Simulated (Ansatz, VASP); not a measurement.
# Two plane-wave programs on AlCu3

The input POSCAR:

```
AlCu3
1.0
    3.6050277925      0.0000000000      0.0000000000
    0.0000000000      3.6050277925      0.0000000000
    0.0000000000      0.0000000000      3.6050277925
Al Cu
1 3
Direct
    0.0000000000      0.0000000000      0.0000000000
    0.5000000000      0.5000000000      0.0000000000
    0.5000000000      0.0000000000      0.5000000000
    0.0000000000      0.5000000000      0.5000000000
```

The input INCAR.step1:

```
SYSTEM = AlCu3
PREC = Accurate ; ENCUT = 520
ISMEAR = 0 ; SIGMA = 0.1
LREAL = .FALSE. ; LASPH = .TRUE.
NELM = 60 ; NBANDS = 26
GGA = PE ; ALGO = Normal
EDIFF = 1E-4 ; LWAVE = .TRUE.
LCHARG = .FALSE.
```

Contents of INCAR.step2:

```
SYSTEM = AlCu3
PREC = Accurate ; ENCUT = 520
EDIFF = 1E-7 ; ISMEAR = 0
SIGMA = 0.1 ; LREAL = .FALSE.
LASPH = .TRUE. ; NELM = 60
ALGO = Normal ; ISIF = 2
LWAVE = .FALSE. ; LCHARG = .TRUE.
METAGGA = R2SCAN ; LMIXTAU = .TRUE.
LELF = .TRUE. ; LVHAR = .TRUE.
NBANDS = 26 ; ISTART = 1
```

Contents of KPOINTS:

```
regular mesh
0
G
  12 12 12
  0 0 0
```

Input for Ansatz:

```yaml
crystal:
  lattice:
    - [3.6050277972, 0.0, 0.0]
    - [0.0, 3.6050277972, 0.0]
    - [0.0, 0.0, 3.6050277972]
  atoms:
    - { symbol: Al, position: [0.0, 0.0, 0.0] }
    - { symbol: Cu, position: [0.5, 0.5, 0.0] }
    - { symbol: Cu, position: [0.5, 0.0, 0.5] }
    - { symbol: Cu, position: [0.0, 0.5, 0.5] }
basis:
  ecutwfc: 500
kpoints:
  mp_grid: { grid: [12, 12, 12] }
hamiltonian:
  xc: r2scan
scf:
  occupations: { method: gaussian, width: 0.1 }
output:
  forces: true
  stress: true
  eigenvalues: true
```

Alike in both runs: task single point; functional r2SCAN; k mesh 12 × 12 × 12; occupations gaussian, width 0.1 eV; no spin polarisation.

|  | VASP | Ansatz |
| --- | --- | --- |
| version | VASP 6.6.1 | Ansatz 0.2.0 |
| potentials or method | VASP PAW PBE potentials, release 64 (Al, Cu), cutoff 520 eV | scalar-relativistic, plane waves, PAW |
| valence electrons in the cell | 36 | 60 |

Ansatz gave:

```
gap on the k mesh at the Fermi level (eV) : none
pressure (GPa)                            : 5.0
```

Q: What did VASP give for the same quantities?

A: gap on the k mesh at the Fermi level (eV): none; pressure (GPa): 5.2.

VASP's potentials were made for PBE, not for r2SCAN. A gap of «none» marks a metal or a gap that the smearing closes. VASP's potentials hold 36 valence electrons a cell and Ansatz's 60, so a difference there can come from the potentials and not from the codes.
